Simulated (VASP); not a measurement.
# TaN (P-62m) in VASP: further runs

Aim: see how the results for TaN move with the level of theory and the settings. Levels: r2SCAN+U, r2SCAN. Tasks: single point.

Program: VASP 6.6.1. These are calculated values, not measurements. Logs are shortened: lines on timing, memory, paths and dates and some standing lists are left out, and cuts for length are marked.

## (1) The cell of the first run

It takes space group P-62m (No. 189, hexagonal). The conventional cell has a = 5.196 Å, b = 5.196 Å, c = 2.911 Å, α = 90.00°, β = 90.00°, γ = 120.00°. Within 2.7 Å of Ta (site symmetry -62m) lie 3 N at 2.04 Å. Within 2.9 Å of Ta (site symmetry -6) lie 6 N at 2.16 Å. N (site symmetry m2m) has 5 Ta at 2.04 to 2.16 Å within 2.7 Å.

## (2) Single point, r2SCAN+U

POSCAR

```
TaN
1.0
    5.1960000000      0.0000000000      0.0000000000
   -2.5980000000      4.4998679981      0.0000000000
    0.0000000000      0.0000000000      2.9110000000
Ta N
3 3
Direct
    0.0000000000      0.0000000000      0.0000000000
    0.6666666667      0.3333333333      0.5000000000
    0.3333333333      0.6666666667      0.5000000000
    0.0000000000      0.3928500000      0.0000000000
    0.6071500000      0.6071500000      0.0000000000
    0.3928500000      0.0000000000      0.0000000000
```

INCAR.step1

```
  ALGO = Normal
  EDIFF = 1E-4
  ENCUT = 520
  GGA = PE
  ISMEAR = -1
  LASPH = T
  LCHARG = F
  LDAU = T
  LDAUJ = 0 0
  LDAUL = 2 -1
  LDAUTYPE = 2
  LDAUU = 7 0
  LMAXMIX = 4
  LREAL = F
  LWAVE = T
  NBANDS = 33
  NELM = 150
  PREC = Accurate
  SIGMA = 0.05
```

INCAR.step2

```
  ALGO = Normal
  EDIFF = 1E-6
  ENCUT = 520
  ISIF = 2
  ISMEAR = -1
  ISTART = 1
  LASPH = T
  LCHARG = T
  LDAU = T
  LDAUJ = 0 0
  LDAUL = 2 -1
  LDAUPRINT = 1
  LDAUTYPE = 2
  LDAUU = 7 0
  LELF = T
  LMAXMIX = 4
  LMIXTAU = T
  LREAL = F
  LVHAR = T
  LWAVE = F
  METAGGA = R2SCAN
  NBANDS = 33
  NELM = 150
  PREC = Accurate
  SIGMA = 0.05
```

KPOINTS

```
k-points
0
Gamma
  5 5 8
```

Potentials or basis: VASP PAW PBE potentials, release 64 (Ta_pv, N).

Run with:

```
> cat potpaw_PBE.64/Ta_pv/POTCAR potpaw_PBE.64/N/POTCAR > POTCAR
> cp INCAR.step1 INCAR
> mpirun -np 1 vasp_std > vasp.out
> cp INCAR.step2 INCAR
> mpirun -np 1 vasp_std > vasp.out
```

OUTCAR:

```text
EDIFF = 1E-6
   ENCUT = 520
   ISIF = 2
   ISMEAR = -1
   ISTART = 1
   LASPH = T
   LREAL = F
   METAGGA = R2SCAN
   NELM = 150
   PREC = Accurate

 ion  position               nearest neighbor table
   1  0.000  0.000  0.000-   6 2.04   5 2.04   4 2.04   3 3.33   2 3.33   2 3.33   3 3.33   2 3.33
                             2 3.33   3 3.33   3 3.33   2 3.33   2 3.33   3 3.33   3 3.33
   2  0.667  0.333  0.500-   4 2.16   4 2.16   6 2.16   6 2.16   5 2.16   5 2.16   3 3.00   3 3.00
                             3 3.00   1 3.33   1 3.33   1 3.33   1 3.33   1 3.33   1 3.33
   3  0.333  0.667  0.500-   6 2.16   6 2.16   4 2.16   4 2.16   5 2.16   5 2.16   2 3.00   2 3.00
                             2 3.00   1 3.33   1 3.33   1 3.33   1 3.33   1 3.33   1 3.33
   4  0.000  0.393  0.000-   1 2.04   2 2.16   2 2.16   3 2.16   3 2.16
   5  0.607  0.607  0.000-   1 2.04   3 2.16   3 2.16   2 2.16   2 2.16
   6  0.393  0.000  0.000-   1 2.04   3 2.16   3 2.16   2 2.16   2 2.16

  LATTYP: Found a hexagonal cell.
 ALAT       =     5.1960000000
 C/A-ratio  =     0.5602386451

  Lattice vectors:

 A1 = (   5.1960000000,   0.0000000000,   0.0000000000)
 A2 = (  -2.5980000000,   4.4998679981,   0.0000000000)
 A3 = (   0.0000000000,   0.0000000000,   2.9110000000)

Analysis of symmetry for initial positions (statically):
=====================================================================
 Subroutine PRICEL returns:
 Original cell was already a primitive cell.

 Routine SETGRP: Setting up the symmetry group for a
 hexagonal supercell.

 Subroutine GETGRP returns: Found 12 space group operations
 (whereof 12 operations were pure point group operations)
 out of a pool of 24 trial point group operations.

The static configuration has the point symmetry D_3h.

Analysis of symmetry for dynamics (positions and initial velocities):
=====================================================================
 Subroutine PRICEL returns:
 Original cell was already a primitive cell.

 Routine SETGRP: Setting up the symmetry group for a
 hexagonal supercell.

 Subroutine GETGRP returns: Found 12 space group operations
[... 142 lines left out ...]
   IVDW    =     0    specifies the selected vdW correction
   LEPSILON=     F    determine dielectric tensor
   LRPA    =     F    only Hartree local field effects (RPA)
 non-spin polarized calculation
  energy-cutoff  :      520.00
  volume of cell :       68.06
 maximum number of plane-waves:      1860
 NGX is ok and might be reduce to    40
   NGX = 19   NGY = 19   NGZ = 11

atom =   1  type =  1  l = 2

 onsite density matrix

spin component  1
[... 83 lines left out ...]
  o =  0.1901  v =  0.0000 -0.0000 -0.0000 -1.0000 -0.0000  0.0000  0.0000  0.0000  0.0000  0.0000      0.0000  0.0000  0.0000  0.0000  0.0000  0.0000  0.0000  0.0000  0.0000  0.0000
  o =  0.1901  v =  0.0000  0.0000  0.0000  0.0000  0.0000  0.0000 -0.0000 -0.0000 -1.0000 -0.0000      0.0000  0.0000  0.0000  0.0000  0.0000  0.0000  0.0000  0.0000  0.0000  0.0000
  o =  0.1901  v =  0.0000  1.0000  0.0000 -0.0000 -0.0000  0.0000  0.0000  0.0000  0.0000  0.0000      0.0000  0.0000  0.0000  0.0000  0.0000  0.0000  0.0000  0.0000  0.0000  0.0000
  o =  0.1901  v =  0.0000  0.0000  0.0000  0.0000  0.0000  0.0000  1.0000  0.0000 -0.0000 -0.0000      0.0000  0.0000  0.0000  0.0000  0.0000  0.0000  0.0000  0.0000  0.0000  0.0000
  o =  0.2106  v =  0.0000 -0.0000  0.0000  0.0000 -1.0000  0.0000  0.0000  0.0000  0.0000  0.0000      0.0000  0.0000  0.0000  0.0000  0.0000  0.0000  0.0000  0.0000  0.0000  0.0000
  o =  0.2106  v =  0.0000  0.0000  0.0000  0.0000  0.0000  0.0000 -0.0000  0.0000  0.0000 -1.0000      0.0000  0.0000  0.0000  0.0000  0.0000  0.0000  0.0000  0.0000  0.0000  0.0000
  o =  0.2106  v =  0.0000  0.0000  0.0000  0.0000  0.0000  1.0000  0.0000  0.0000  0.0000  0.0000      0.0000  0.0000  0.0000  0.0000  0.0000  0.0000  0.0000  0.0000  0.0000  0.0000
  o =  0.2106  v =  1.0000  0.0000  0.0000  0.0000  0.0000  0.0000  0.0000  0.0000  0.0000  0.0000      0.0000  0.0000  0.0000  0.0000  0.0000  0.0000  0.0000  0.0000  0.0000  0.0000
  o =  0.2720  v =  0.0000  0.0000 -1.0000  0.0000 -0.0000  0.0000  0.0000  0.0000  0.0000  0.0000      0.0000  0.0000  0.0000  0.0000  0.0000  0.0000  0.0000  0.0000  0.0000  0.0000
  o =  0.2720  v =  0.0000  0.0000  0.0000  0.0000  0.0000  0.0000  0.0000 -1.0000  0.0000 -0.0000      0.0000  0.0000  0.0000  0.0000  0.0000  0.0000  0.0000  0.0000  0.0000  0.0000

 number of electron      48.0000001 magnetization

 Free energy of the ion-electron system (eV)
  ---------------------------------------------------
  ext. energy  EPLUGINS =         0.00000000
  ---------------------------------------------------
  free energy    TOTEN  =      -162.86007649 eV

  energy without entropy =     -162.85218569  energy(sigma->0) =     -162.85613109

 E-fermi :   9.2890     XC(G=0): -14.0257

 val. band max:        9.2505305685   @ k =   0.2000   0.0000   0.1250
 cond. band min:       9.4312891164   @ k =   0.0000   0.0000   0.2500
 fundamental gap:      0.1807585479
 Fermi energy:         9.2890346833

 k-point     1 :       0.0000    0.0000    0.0000
  band No.  band energies     occupation
      1     -29.9275      2.00000
      2     -29.9275      2.00000
      3     -29.5748      2.00000
      4     -29.5748      2.00000
      5     -29.3822      2.00000
      6     -29.2780      2.00000
[... 853 lines left out ...]
     32      14.5317      0.00000
     33      14.9894      0.00000

 [... further k-points ...]
[... 5 lines left out ...]
  --------------------------------------------------------------------------------------
  -------------------------------------------------------------------------------------
  Total        9.8907325      9.8907325     11.3026304     -0.0000000      0.0000000      0.0000000
  in kB      232.8240904    232.8240904    266.0596330     -0.0000000      0.0000000      0.0000000
  external PRESSURE =     243.9026046 kB  Pullay stress =       0.0000000 kB

 VOLUME and BASIS-vectors are now :
 -----------------------------------------------------------------------------
  energy-cutoff  :      520.00
  volume of cell :       68.06
      direct lattice vectors                 reciprocal lattice vectors
     5.196000000  0.000000000  0.000000000     0.192455735  0.111114371  0.000000000
    -2.598000000  4.499867998  0.000000000     0.000000000  0.222228741  0.000000000
     0.000000000  0.000000000  2.911000000     0.000000000  0.000000000  0.343524562

 POSITION                                       TOTAL-FORCE (eV/Angst)
 -----------------------------------------------------------------------------------
      0.00000      0.00000      0.00000         0.000000     -0.000000      0.000000
      2.59800      1.49996      1.45550         0.000000     -0.000000      0.000000
     -0.00000      2.99991      1.45550         0.000000     -0.000000      0.000000
     -1.02062      1.76777      0.00000        -0.184310      0.319235     -0.000000
      1.57738      2.73209      0.00000        -0.184310     -0.319235      0.000000
      2.04125      0.00000      0.00000         0.368621     -0.000000     -0.000000
 -----------------------------------------------------------------------------------
    total drift:                                0.000002      0.000004      0.000000

  FREE ENERGIE OF THE ION-ELECTRON SYSTEM (eV)
  ---------------------------------------------------
  free  energy   TOTEN  =      -162.8600764918 eV

  energy  without entropy=     -162.8521856933  energy(sigma->0) =     -162.85613109
```

OSZICAR.step1:

```text
N       E                     dE             d eps       ncg     rms          rms(c)
DAV:   1     0.463524521885E+03    0.46352E+03   -0.25994E+04  1650   0.152E+03
DAV:   2    -0.340680929909E+02   -0.49759E+03   -0.47642E+03  1959   0.448E+02
DAV:   3    -0.613422642256E+02   -0.27274E+02   -0.26885E+02  2047   0.102E+02
DAV:   4    -0.617911887819E+02   -0.44892E+00   -0.44682E+00  2028   0.133E+01
DAV:   5    -0.618004845175E+02   -0.92957E-02   -0.92854E-02  2139   0.154E+00    0.420E+01
DAV:   6    -0.491784608355E+02    0.12622E+02   -0.54305E+01  2021   0.419E+01    0.168E+01
DAV:   7    -0.490689811658E+02    0.10948E+00   -0.29205E+00  2099   0.914E+00    0.874E+00
DAV:   8    -0.489867133782E+02    0.82268E-01   -0.64323E-01  1960   0.443E+00    0.101E+00
DAV:   9    -0.489705247623E+02    0.16189E-01   -0.70877E-02  2090   0.155E+00    0.411E-01
DAV:  10    -0.489732947810E+02   -0.27700E-02   -0.10928E-02  2185   0.578E-01    0.220E-01
DAV:  11    -0.489743045208E+02   -0.10097E-02   -0.39485E-03  2091   0.381E-01    0.744E-02
DAV:  12    -0.489744113733E+02   -0.10685E-03   -0.66460E-04  1884   0.142E-01    0.377E-02
DAV:  13    -0.489744189277E+02   -0.75543E-05   -0.74900E-05  1351   0.568E-02
   1 F= -.48974419E+02 E0= -.48970387E+02  d E =-.806295E-02
```

Run time: 1.7 min. Hardware: 1 thread of Intel Xeon 6975P-C (Granite Rapids), shared host; peak memory 0.22 GiB.

What came out:

* Free energy: -162.8601 eV
* Pressure: 24.4 GPa
* Largest force: 0.369 eV/Å
* Band gap on the k mesh: zero (band 24 reaches 10.85 eV, above the bottom of band 25 at 7.86 eV)

Forces in eV/Å, atoms in the order of the input:
```
Ta   0.000  0.000  0.000
Ta   0.000  0.000  0.000
Ta   0.000  0.000  0.000
N   -0.184  0.319  0.000
N   -0.184 -0.319  0.000
N    0.369  0.000  0.000
```

Levels at points of the mesh, in eV from the Fermi level:
| k point | band 21 | band 22 | band 23 | band 24 | band 25 | band 26 | band 27 | band 28 |
| --- | --- | --- | --- | --- | --- | --- | --- | --- |
| (0.00, 0.00, 0.00) | -5.07 | -4.14 | -2.28 | -0.92 | -0.92 | 1.24 | 1.24 | 1.80 |
| (0.00, 0.00, 0.50) | -5.00 | -3.04 | -3.04 | 1.56 | 2.40 | 2.40 | 2.52 | 2.52 |

Eigenvalues of the final occupation matrices:
```
    site  spin  trace               eigenvalues
site 1 d     1   1.09  0.16 0.16 0.21 0.21 0.33
site 1 d     2   1.09  0.16 0.16 0.21 0.21 0.33
site 2 d     1   1.07  0.19 0.19 0.21 0.21 0.27
site 2 d     2   1.07  0.19 0.19 0.21 0.21 0.27
site 3 d     1   1.07  0.19 0.19 0.21 0.21 0.27
site 3 d     2   1.07  0.19 0.19 0.21 0.21 0.27
```

Caveat: the PAW data sets were made with another functional, which shifts forces and pressure a little; spin-orbit coupling is left out, which moves the levels of the heavy elements; U without spin polarisation on a metal has little footing.

## (3) Single point, r2SCAN

POSCAR is that of step 2.

INCAR.step1

```
ALGO = Normal
EDIFF = 1E-5
ENCUT = 660
GGA = PE
GGA_COMPAT = False
ISMEAR = -1
LASPH = True
LCHARG = False
LREAL = False
LWAVE = True
NBANDS = 36
NELM = 120
PREC = Accurate
SIGMA = 0.05
```

INCAR.step2

```
ALGO = Normal
EDIFF = 1E-6
ENCUT = 660
GGA_COMPAT = False
ISIF = 2
ISMEAR = -1
ISTART = 1
LASPH = True
LCHARG = False
LMIXTAU = True
LREAL = False
LWAVE = False
METAGGA = R2SCAN
NBANDS = 36
NELM = 120
PREC = Accurate
SIGMA = 0.05
```

KPOINTS

```
k-points
0
Gamma
  6 6 9
```

Potentials or basis: VASP PAW PBE potentials, release 64 (Ta_sv_GW, N).

Run with:

```
> cat potpaw_PBE.64/Ta_sv_GW/POTCAR potpaw_PBE.64/N/POTCAR > POTCAR
> cp INCAR.step1 INCAR
> mpirun -np 1 vasp_std > vasp.out
> cp INCAR.step2 INCAR
> mpirun -np 1 vasp_std > vasp.out
```

It took 4 min on 1 thread of Intel Xeon 6975P-C (Granite Rapids), shared host; peak memory 0.3 GiB.

It converged, with:

```yaml
Free_energy: -188.9829 eV
Pressure: 0.4 GPa
Largest_force: 0.018 eV/Å
Band_gap_on_the_k_mesh: zero (band 27 reaches 14.02 eV, above the bottom of band 28 at 10.93 eV)
```

Forces in eV/Å, atoms in the order of the input:
```
Ta   0.000  0.000  0.000
Ta   0.000  0.000  0.000
Ta   0.000  0.000  0.000
N    0.009 -0.016  0.000
N    0.009  0.016  0.000
N   -0.018  0.000  0.000
```

Stress tensor (GPa, compression positive):
```
0.60 0.00 0.00
0.00 0.60 0.00
0.00 0.00 0.05
```

Levels at points of the mesh, in eV from the Fermi level:
| k point | band 25 | band 26 | band 27 | band 28 | band 29 | band 30 |
| --- | --- | --- | --- | --- | --- | --- |
| (0.00, 0.00, 0.00) | -3.54 | -1.92 | -0.91 | -0.91 | 0.79 | 0.79 |
| (0.50, 0.00, 0.00) | -4.10 | -2.92 | -2.66 | 1.38 | 2.02 | 2.12 |

Caveat: the PAW data sets were made with another functional, which shifts forces and pressure a little; spin-orbit coupling is left out, which moves the levels of the heavy elements.
